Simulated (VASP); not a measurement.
# CdS (P3m1) in VASP: a series of runs

Aim: see how the results for CdS move with the level of theory and the settings. Levels: r2SCAN, PBE, HSE06, PBEsol. Tasks: single point.

Everything below comes from runs of VASP 6.6.1. Logs are shortened: lines on timing, memory, paths and dates and some standing lists are left out, and cuts for length are marked.

### 1 The cell of the first run

It takes space group P3m1 (No. 156, trigonal). Conventional cell: a = 4.261 Å, b = 4.261 Å, c = 5.804 Å, α = 90.00°, β = 90.00°, γ = 120.00°. Within 3.2 Å of Cd (site symmetry 3m) lie 3 S at 2.46 Å. S (site symmetry 3m) has 3 Cd at 2.46 Å within 3.2 Å.

### 2 Single point, r2SCAN

Input file POSCAR:

```
CdS
1.0
    4.2611695877      0.0000000000      0.0000000000
   -2.1305847939      3.6902811128      0.0000000000
    0.0000000000      0.0000000000      5.8041729400
Cd S
1 1
Direct
    0.0000000000      0.0000000000      0.4426919200
    0.6666666667      0.3333333333      0.4343080800
```

Input file INCAR.step1:

```
ALGO = Normal
EDIFF = 1E-4
ENCUT = 520
GGA = PE
ISMEAR = 1
LASPH = T
LCHARG = F
LREAL = F
LWAVE = T
NBANDS = 16
NELM = 60
PREC = Accurate
SIGMA = 0.005
```

Input file INCAR.step2:

```
ALGO = Normal
EDIFF = 1E-6
ENCUT = 520
ISIF = 2
ISMEAR = 1
ISTART = 1
LASPH = T
LCHARG = F
LMIXTAU = T
LREAL = F
LWAVE = F
METAGGA = R2SCAN
NBANDS = 16
NELM = 60
PREC = Accurate
SIGMA = 0.005
```

Input file KPOINTS:

```
k-points
0
Gamma
  6 6 4
```

Potentials or basis: VASP PAW PBE potentials, release 64 (Cd, S).

Run with:

```console
cat potpaw_PBE.64/Cd/POTCAR potpaw_PBE.64/S/POTCAR > POTCAR
cp INCAR.step1 INCAR
mpirun -np 1 vasp_std > vasp.out
cp INCAR.step2 INCAR
mpirun -np 1 vasp_std > vasp.out
```

OUTCAR:

```text
EDIFF = 1E-6
   ENCUT = 520
   ISIF = 2
   ISMEAR = 1
   ISTART = 1
   LASPH = T
   LREAL = F
   METAGGA = R2SCAN
   NELM = 60
   PREC = Accurate

 ion  position               nearest neighbor table
   1  0.000  0.000  0.443-   2 2.46   2 2.46   2 2.46
   2  0.667  0.333  0.434-   1 2.46   1 2.46   1 2.46

  LATTYP: Found a hexagonal cell.
 ALAT       =     4.2611695877
 C/A-ratio  =     1.3621079426

  Lattice vectors:

 A1 = (   4.2611695877,   0.0000000000,   0.0000000000)
 A2 = (  -2.1305847939,   3.6902811128,   0.0000000000)
 A3 = (   0.0000000000,   0.0000000000,   5.8041729400)

Analysis of symmetry for initial positions (statically):
=====================================================================
 Subroutine PRICEL returns:
 Original cell was already a primitive cell.

 Routine SETGRP: Setting up the symmetry group for a
 hexagonal supercell.

 Subroutine GETGRP returns: Found  6 space group operations
 (whereof  6 operations were pure point group operations)
 out of a pool of 24 trial point group operations.

The static configuration has the point symmetry C_3v.

Analysis of symmetry for dynamics (positions and initial velocities):
=====================================================================
 Subroutine PRICEL returns:
 Original cell was already a primitive cell.

 Routine SETGRP: Setting up the symmetry group for a
 hexagonal supercell.

 Subroutine GETGRP returns: Found  6 space group operations
 (whereof  6 operations were pure point group operations)
 out of a pool of 24 trial point group operations.

The dynamic configuration has the point symmetry C_3v.

 Subroutine INISYM returns: Found  6 space group operations
 (whereof  6 operations are pure point group operations),
 and found     1 'primitive' translations

----------------------------------------------------------------------------------------

                                     Primitive cell

  volume of cell :      91.2701

  direct lattice vectors                    reciprocal lattice vectors
     4.261169588  0.000000000  0.000000000     0.234677353  0.135491033  0.000000000
    -2.130584794  3.690281113  0.000000000     0.000000000  0.270982066  0.000000000
     0.000000000  0.000000000  5.804172940     0.000000000  0.000000000  0.172289835

  length of vectors
     4.261169588  4.261169588  5.804172940     0.270982066  0.270982066  0.172289835

[... 76 lines left out ...]
   LASPH  =      T    aspherical Exc in radial PAW
   ENCUT  =  520.0 eV  38.22 Ry    6.18 a.u.   7.92  7.92 10.79*2*pi/ulx,y,z
   NELM   =     60;   NELMIN=  2; NELMDL=  0     # of ELM steps
   EDIFF  = 0.1E-05   stopping-criterion for ELM
   LREAL  =      F    real-space projection
   EDIFFG = 0.1E-04   stopping-criterion for IOM
   NSW    =      0    number of steps for IOM
   IBRION =     -1    ionic relax: 0-MD 1-quasi-New 2-CG
   NFREE  =      0    steps in history (QN), initial steepest desc. (CG)
   ISIF   =      2    stress and relaxation
   ISYM   =      2    0-nonsym 1-usesym 2-fastsym
   POTIM  = 0.5000    time-step for ionic-motion
   TEBEG  =    0.0;   TEEND  =   0.0 temperature during run
   PSTRESS=    0.0 pullay stress
   NELECT =      18.0000    total number of electrons
   NUPDOWN=      -1.0000    fix difference up-down
   EMIN   =  10.00;   EMAX   =-10.00  energy-range for DOS
   EFERMI =   0.00;   METHOD = LEGACY
   ISMEAR =     1;   SIGMA  =   0.01  broadening in eV -4-tet -1-fermi 0-gaus
   EFERMI_NEDOS =   21; number of points for ismear=-14 and -15
   IALGO  =     38    algorithm
   IMIX   =      4    mixing-type and parameters
     AMIX     =   0.40;   BMIX     =  1.00
     AMIX_MAG =   1.60;   BMIX_MAG =  1.00
  volume/ion in A,a.u.               =      45.64       307.96
  Fermi-wavevector in a.u.,A,eV,Ry     =   0.952919  1.800756 12.354841  0.908055
  Thomas-Fermi vector in A             =   2.081527
   LORBIT       =      0    0 simple, 1 ext, 2 COOP (PROOUT), +10 PAW based schemes
   METAGGA = R2SCAN    functional components
   LHFCALC =     F    Hartree Fock is set to
   AEXX    =    0.0000 exact exchange contribution
   IVDW    =     0    specifies the selected vdW correction
   LEPSILON=     F    determine dielectric tensor
   LRPA    =     F    only Hartree local field effects (RPA)
 non-spin polarized calculation
 Methfessel and Paxton  Order N= 1 SIGMA  =   0.01
  energy-cutoff  :      520.00
  volume of cell :       91.27
 maximum number of plane-waves:      2490
   NGX = 15   NGY = 15   NGZ = 21

 number of electron      18.0000002 magnetization

 Free energy of the ion-electron system (eV)
  ---------------------------------------------------
  ext. energy  EPLUGINS =         0.00000000
  ---------------------------------------------------
  free energy    TOTEN  =       -29.02443730 eV

  energy without entropy =      -29.02443730  energy(sigma->0) =      -29.02443730

 E-fermi :  -2.2961     XC(G=0):  -6.4647

 val. band max:       -2.3398428721   @ k =   0.0000   0.0000   0.5000
 cond. band min:      -0.4383407781   @ k =   0.0000   0.0000   0.0000
 fundamental gap:      1.9015020940
 Fermi energy:        -2.2960547663

 k-point     1 :       0.0000    0.0000    0.0000
  band No.  band energies     occupation
      1     -14.4572      2.00000
      2     -10.2311      2.00000
      3     -10.2310      2.00000
      4      -9.7130      2.00000
      5      -9.7130      2.00000
      6      -9.5163      2.00000
[... 433 lines left out ...]
      3      -9.8869      2.00000
      4      -9.8203      2.00000
      5      -9.7539      2.00000
      6      -9.1168      2.00000
[... 8 lines left out ...]
     15       7.6063      0.00000
     16       9.1088      0.00000

------------------------ aborting loop because EDIFF is reached ----------------------------------------

  FORCE on cell =-STRESS in cart. coord.  units (eV):
  Direction    XX          YY          ZZ          XY          YZ          ZX
  --------------------------------------------------------------------------------------
  -------------------------------------------------------------------------------------
  Total       -0.5545155     -0.5545155     -0.0484386      0.0000000      0.0000000     -0.0000000
  in kB       -9.7340959     -9.7340959     -0.8503023      0.0000000      0.0000000     -0.0000000
  external PRESSURE =      -6.7728314 kB  Pullay stress =       0.0000000 kB

 VOLUME and BASIS-vectors are now :
 -----------------------------------------------------------------------------
  energy-cutoff  :      520.00
  volume of cell :       91.27
      direct lattice vectors                 reciprocal lattice vectors
     4.261169588  0.000000000  0.000000000     0.234677353  0.135491033  0.000000000
    -2.130584794  3.690281113  0.000000000     0.000000000  0.270982066  0.000000000
     0.000000000  0.000000000  5.804172940     0.000000000  0.000000000  0.172289835

 POSITION                                       TOTAL-FORCE (eV/Angst)
 -----------------------------------------------------------------------------------
      0.00000      0.00000      2.56946         0.000000      0.000000     -0.012934
      2.13058      1.23009      2.52080         0.000000     -0.000000      0.012934
 -----------------------------------------------------------------------------------
    total drift:                                0.000007     -0.000004      0.000119

  FREE ENERGIE OF THE ION-ELECTRON SYSTEM (eV)
  ---------------------------------------------------
  free  energy   TOTEN  =       -29.0244372987 eV

  energy  without entropy=      -29.0244372987  energy(sigma->0) =      -29.02443730
```

OSZICAR.step1:

```text
N       E                     dE             d eps       ncg     rms          rms(c)
DAV:   1     0.109869683967E+03    0.10987E+03   -0.79719E+03   768   0.940E+02
DAV:   2    -0.677860195234E+00   -0.11055E+03   -0.10493E+03   936   0.235E+02
DAV:   3    -0.638199562327E+01   -0.57041E+01   -0.56829E+01   976   0.545E+01
DAV:   4    -0.643546786401E+01   -0.53472E-01   -0.53465E-01   984   0.511E+00
DAV:   5    -0.643651374427E+01   -0.10459E-02   -0.10459E-02   976   0.680E-01    0.752E+00
DAV:   6    -0.568315616242E+01    0.75336E+00   -0.13299E+00  1112   0.126E+01    0.595E+00
DAV:   7    -0.564770767920E+01    0.35448E-01   -0.28980E-01   936   0.350E+00    0.290E+00
DAV:   8    -0.564635033022E+01    0.13573E-02   -0.28760E-02   912   0.201E+00    0.307E-01
DAV:   9    -0.564609896185E+01    0.25137E-03   -0.34191E-03   952   0.747E-01    0.123E-01
DAV:  10    -0.564649761522E+01   -0.39865E-03   -0.42803E-04   824   0.154E-01    0.109E-01
DAV:  11    -0.564675754042E+01   -0.25993E-03   -0.32326E-04   816   0.124E-01    0.483E-02
DAV:  12    -0.564674548997E+01    0.12050E-04   -0.33101E-05   752   0.688E-02
   1 F= -.56467455E+01 E0= -.56467517E+01  d E =0.185085E-04
```

Wall time 94 s (1 thread of Intel Xeon Platinum 8259CL at 2.50GHz (Skylake/Cascade Lake), shared host); peak memory 0.23 GiB.

What came out:

| Item | Value |
| --- | --- |
| Free energy | -29.0244 eV |
| Pressure | -0.7 GPa |
| Largest force | 0.013 eV/Å |
| Band gap on the k mesh | 1.90 eV, indirect (the least direct gap lies 4.4 meV higher) |

Forces in eV/Å, atoms in the order of the input:
```
Cd   0.000  0.000 -0.013
S    0.000  0.000  0.013
```

Caveat: the PAW data sets were made with another functional, which shifts forces and pressure a little. A k mesh can miss the band edges.

### 3 Single point, PBE

Input file INCAR:

```
SYSTEM = CdS
ALGO     = Normal         ! electronic algorithm
EDIFF    = 1E-6           ! SCF threshold, eV
ENCUT    = 520            ! plane-wave cutoff, eV
GGA      = PE             ! functional
ISIF     = 2              ! what is computed and relaxed
ISMEAR   = 1              ! smearing method
LASPH    = .True.         ! aspherical terms in the spheres
LCHARG   = .False.        ! write CHGCAR
LREAL    = .False.        ! projectors in reciprocal space
LWAVE    = .False.        ! write WAVECAR
NBANDS   = 16             ! bands
NELM     = 100            ! most SCF steps
PREC     = Accurate       ! precision mode
SIGMA    = 0.1            ! smearing width, eV
```

Input file KPOINTS:

```
k-points
0
Gamma
  8 8 5
  0 0 0
```

POSCAR is that of step 2.

Potentials or basis: VASP PAW PBE potentials, release 64 (Cd, S).

Run with:

```console
cat potpaw_PBE.64/Cd/POTCAR potpaw_PBE.64/S/POTCAR > POTCAR
mpirun -np 1 vasp_std > vasp.out
```

Run time: 41 s. Hardware: 1 thread of Intel Xeon Platinum 8259CL at 2.50GHz (Skylake/Cascade Lake), shared host; peak memory 0.23 GiB.

The run converged. Its results:

```
Free energy            : -5.6493 eV
Pressure               : -0.1 GPa
Band gap on the k mesh : 1.47 eV, indirect (the least direct gap lies 3.9 meV higher)
```

Forces in eV/Å, atoms in the order of the input:
```
Cd   0.000  0.000 -0.002
S    0.000  0.000  0.002
```

Stress tensor (GPa, compression positive):
```
-0.12  0.00  0.00
 0.00 -0.12  0.00
 0.00  0.00  0.00
```

Levels at points of the mesh, in eV from the valence-band top:
| k point | band 5 | band 6 | band 7 | band 8 | band 9 | band 10 | band 11 | band 12 | band 13 | band 14 |
| --- | --- | --- | --- | --- | --- | --- | --- | --- | --- | --- |
| (0.00, 0.00, 0.00) | -7.14 | -6.93 | -1.04 | 0.00 | 0.00 | 1.47 | 5.58 | 6.93 | 6.93 | 6.98 |
| (0.50, 0.00, 0.00) | -7.15 | -6.75 | -3.58 | -1.30 | -0.16 | 3.70 | 5.16 | 6.77 | 7.42 | 10.15 |

### 4 Single point, PBE

Input file INCAR:

```
ALGO = Normal
EDIFF = 1E-6
ENCUT = 520
GGA = PE
ISIF = 2
ISMEAR = 1
LASPH = True
LCHARG = False
LREAL = False
LWAVE = False
NBANDS = 16
NELM = 60
PREC = Accurate
SIGMA = 0.1
```

Input file KPOINTS:

```
k-points
0
Gamma
  10 10 7
```

POSCAR is that of step 3.

Potentials or basis: VASP PAW PBE potentials, release 64 (Cd, S).

Run with:

```console
cat potpaw_PBE.64/Cd/POTCAR potpaw_PBE.64/S/POTCAR > POTCAR
mpirun -np 1 vasp_std > vasp.out
```

OUTCAR:

```text
EDIFF = 1E-6
   ENCUT = 520
   GGA = PE
   ISIF = 2
   ISMEAR = 1
   LASPH = True
   LREAL = False
   NELM = 60
   PREC = Accurate

 ion  position               nearest neighbor table
   1  0.000  0.000  0.443-   2 2.46   2 2.46   2 2.46
   2  0.667  0.333  0.434-   1 2.46   1 2.46   1 2.46

  LATTYP: Found a hexagonal cell.
 ALAT       =     4.2611695877
 C/A-ratio  =     1.3621079426

  Lattice vectors:

 A1 = (   4.2611695877,   0.0000000000,   0.0000000000)
 A2 = (  -2.1305847939,   3.6902811128,   0.0000000000)
 A3 = (   0.0000000000,   0.0000000000,   5.8041729400)

Analysis of symmetry for initial positions (statically):
=====================================================================
 Subroutine PRICEL returns:
 Original cell was already a primitive cell.

 Routine SETGRP: Setting up the symmetry group for a
 hexagonal supercell.

 Subroutine GETGRP returns: Found  6 space group operations
 (whereof  6 operations were pure point group operations)
 out of a pool of 24 trial point group operations.

The static configuration has the point symmetry C_3v.

Analysis of symmetry for dynamics (positions and initial velocities):
=====================================================================
 Subroutine PRICEL returns:
 Original cell was already a primitive cell.

 Routine SETGRP: Setting up the symmetry group for a
 hexagonal supercell.

 Subroutine GETGRP returns: Found  6 space group operations
 (whereof  6 operations were pure point group operations)
 out of a pool of 24 trial point group operations.

The dynamic configuration has the point symmetry C_3v.

 Subroutine INISYM returns: Found  6 space group operations
 (whereof  6 operations are pure point group operations),
 and found     1 'primitive' translations

----------------------------------------------------------------------------------------

[... 110 lines left out ...]
   IMIX   =      4    mixing-type and parameters
     AMIX     =   0.40;   BMIX     =  1.00
     AMIX_MAG =   1.60;   BMIX_MAG =  1.00
  volume/ion in A,a.u.               =      45.64       307.96
  Fermi-wavevector in a.u.,A,eV,Ry     =   0.952919  1.800756 12.354841  0.908055
  Thomas-Fermi vector in A             =   2.081527
   LORBIT       =      0    0 simple, 1 ext, 2 COOP (PROOUT), +10 PAW based schemes
   GGA     = PE    functional components
   LHFCALC =     F    Hartree Fock is set to
   AEXX    =    0.0000 exact exchange contribution
   IVDW    =     0    specifies the selected vdW correction
   LEPSILON=     F    determine dielectric tensor
   LRPA    =     F    only Hartree local field effects (RPA)
 non-spin polarized calculation
 Methfessel and Paxton  Order N= 1 SIGMA  =   0.10
  energy-cutoff  :      520.00
  volume of cell :       91.27
 maximum number of plane-waves:      2480
   NGX = 15   NGY = 15   NGZ = 21

 number of electron      18.0000002 magnetization

 Free energy of the ion-electron system (eV)
  ---------------------------------------------------
  ext. energy  EPLUGINS =         0.00000000
  ---------------------------------------------------
  free energy    TOTEN  =        -5.64976538 eV

  energy without entropy =       -5.65114623  energy(sigma->0) =       -5.65022566

 E-fermi :  -2.0874     XC(G=0):  -6.1443

 val. band max:       -2.1227910786   @ k =   0.0000   0.0000   0.4286
 cond. band min:      -0.6482343511   @ k =   0.0000   0.0000   0.0000
 fundamental gap:      1.4745567274
 Fermi energy:        -2.0873930974

 k-point     1 :       0.0000    0.0000    0.0000
  band No.  band energies     occupation
      1     -13.7308      2.00000
      2      -9.7651      2.00000
      3      -9.7651      2.00000
      4      -9.2586      2.00000
      5      -9.2586      2.00000
      6      -9.0519      2.00000
[... 433 lines left out ...]
      3      -9.4707      2.00000
      4      -9.3652      2.00000
      5      -9.2741      2.00000
      6      -8.8703      2.00000
[... 8 lines left out ...]
     15       8.3886      0.00000
     16       8.3928      0.00000

 [... further k-points ...]

------------------------ aborting loop because EDIFF is reached ----------------------------------------

  FORCE on cell =-STRESS in cart. coord.  units (eV):
  Direction    XX          YY          ZZ          XY          YZ          ZX
  --------------------------------------------------------------------------------------
  -------------------------------------------------------------------------------------
  Total       -0.0738137     -0.0738137     -0.0020507      0.0000000      0.0000000      0.0000000
  in kB       -1.2957427     -1.2957427     -0.0359979      0.0000000      0.0000000      0.0000000
  external PRESSURE =      -0.8758278 kB  Pullay stress =       0.0000000 kB

 VOLUME and BASIS-vectors are now :
 -----------------------------------------------------------------------------
  energy-cutoff  :      520.00
  volume of cell :       91.27
      direct lattice vectors                 reciprocal lattice vectors
     4.261169588  0.000000000  0.000000000     0.234677353  0.135491033  0.000000000
    -2.130584794  3.690281113  0.000000000     0.000000000  0.270982066  0.000000000
     0.000000000  0.000000000  5.804172940     0.000000000  0.000000000  0.172289835

 POSITION                                       TOTAL-FORCE (eV/Angst)
 -----------------------------------------------------------------------------------
      0.00000      0.00000      2.56946         0.000000     -0.000000     -0.002090
      2.13058      1.23009      2.52080        -0.000000      0.000000      0.002090
 -----------------------------------------------------------------------------------
    total drift:                                0.000001     -0.000000      0.000033

  FREE ENERGIE OF THE ION-ELECTRON SYSTEM (eV)
  ---------------------------------------------------
  free  energy   TOTEN  =        -5.6497653781 eV

  energy  without entropy=       -5.6511462317  energy(sigma->0) =       -5.65022566
```

OSZICAR:

```text
N       E                     dE             d eps       ncg     rms          rms(c)
DAV:   1     0.107570074968E+03    0.10757E+03   -0.78796E+03  2560   0.933E+02
DAV:   2    -0.851743998304E+00   -0.10842E+03   -0.10279E+03  3176   0.234E+02
DAV:   3    -0.638283432144E+01   -0.55311E+01   -0.55101E+01  3104   0.541E+01
DAV:   4    -0.643633264933E+01   -0.53498E-01   -0.53488E-01  3368   0.513E+00
DAV:   5    -0.643743511290E+01   -0.11025E-02   -0.11024E-02  3176   0.693E-01    0.752E+00
DAV:   6    -0.568570263171E+01    0.75173E+00   -0.12656E+00  3784   0.126E+01    0.596E+00
DAV:   7    -0.565094604044E+01    0.34757E-01   -0.29174E-01  3240   0.350E+00    0.289E+00
DAV:   8    -0.564940272698E+01    0.15433E-02   -0.28318E-02  2952   0.198E+00    0.303E-01
DAV:   9    -0.564911967595E+01    0.28305E-03   -0.35793E-03  3320   0.757E-01    0.122E-01
DAV:  10    -0.564951514264E+01   -0.39547E-03   -0.44187E-04  2792   0.157E-01    0.106E-01
DAV:  11    -0.564977592220E+01   -0.26078E-03   -0.30468E-04  2688   0.121E-01    0.408E-02
DAV:  12    -0.564976339998E+01    0.12522E-04   -0.35228E-05  3600   0.676E-02    0.958E-03
DAV:  13    -0.564976550759E+01   -0.21076E-05   -0.48413E-06  2760   0.146E-02    0.987E-03
DAV:  14    -0.564976537810E+01    0.12949E-06   -0.11334E-07  2984   0.366E-03
   1 F= -.56497654E+01 E0= -.56502257E+01  d E =0.138085E-02
```

stdout:

```text
POSCAR found type information on POSCAR CdS
 POSCAR found :  2 types and       2 ions
 scaLAPACK will be used
 LDA part: xc-table for (Slater+PW92), standard interpolation
 POSCAR, INCAR and KPOINTS ok, starting setup
 FFT: planning ... GRIDC
 FFT: planning ... GRID_SOFT
 FFT: planning ... GRID
 WAVECAR not read
 entering main loop
```

Wall time 68 s (1 thread of Intel Xeon Platinum 8259CL at 2.50GHz (Skylake/Cascade Lake), shared host); peak memory 0.28 GiB.

Results:

* Free energy: -5.6498 eV
* Pressure: -0.1 GPa
* Band gap on the k mesh: 1.47 eV, indirect (the least direct gap lies 4.1 meV higher)

Forces in eV/Å, atoms in the order of the input:
```
Cd   0.000  0.000 -0.002
S    0.000  0.000  0.002
```

[end of part 1 of 2]
